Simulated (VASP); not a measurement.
Write the native input for VASP 6.6.1 that does the following.

| Quantity | Value |
| --- | --- |
| Task | single point |
| Functional | PBE |
| Potentials or basis | VASP PAW PBE potentials, release 64 (Zr_sv) |
| Cutoff | 520 eV |
| k mesh | 16 × 16 × 9 |
| Occupations | fermi-dirac, width 0.08 eV |
| Spin | no spin polarisation |
| Dipole correction | no |
| Further INCAR settings | ALGO = Normal; EDIFF = 1e-06; NBANDS = 19 |

The structure of Zr lies in POSCAR:

```
Zr
1.0
    3.2310992950      0.0000000000      0.0000000000
   -1.6155496475      2.7982140716      0.0000000000
    0.0000000000      0.0000000000      5.1751358144
Zr
2
Direct
    0.3333333333      0.6666666667      0.2500000000
    0.6666666667      0.3333333333      0.7500000000
```

The input as run:

INCAR

```
SYSTEM = Zr
PREC     = Accurate       ! precision mode
ENCUT    = 520            ! plane-wave cutoff, eV
EDIFF    = 1E-6           ! SCF threshold, eV
ISMEAR   = -1             ! smearing method
SIGMA    = 0.08           ! smearing width, eV
LREAL    = .FALSE.        ! projectors in reciprocal space
LASPH    = .TRUE.         ! aspherical terms in the spheres
NELM     = 80             ! most SCF steps
ALGO     = Normal         ! electronic algorithm
ISIF     = 2              ! what is computed and relaxed
LWAVE    = .FALSE.        ! write WAVECAR
LCHARG   = .TRUE.         ! write CHGCAR
GGA      = PE             ! functional
LELF     = .TRUE.         ! ELF
LVHAR    = .TRUE.       
NBANDS   = 19             ! bands
```

KPOINTS

```
Automatic mesh
0
G
  16 16 9
  0 0 0
```

Potentials or basis: VASP PAW PBE potentials, release 64 (Zr_sv).

The run is started by

```sh
$ cat potpaw_PBE.64/Zr_sv/POTCAR > POTCAR
$ mpirun -np 1 vasp_std > vasp.out
```

It gave:

```yaml
Pressure: 0.0 GPa
Band_gap_on_the_k_mesh: zero (band 12 reaches 9.83 eV, above the bottom of band 13 at 8.74 eV)
```

It took 62 s on 1 thread of Intel(R) Xeon(R) Platinum 8259CL CPU @ 2.50GHz (Skylake/Cascade Lake), on a shared host, peak memory 0.23 GiB.
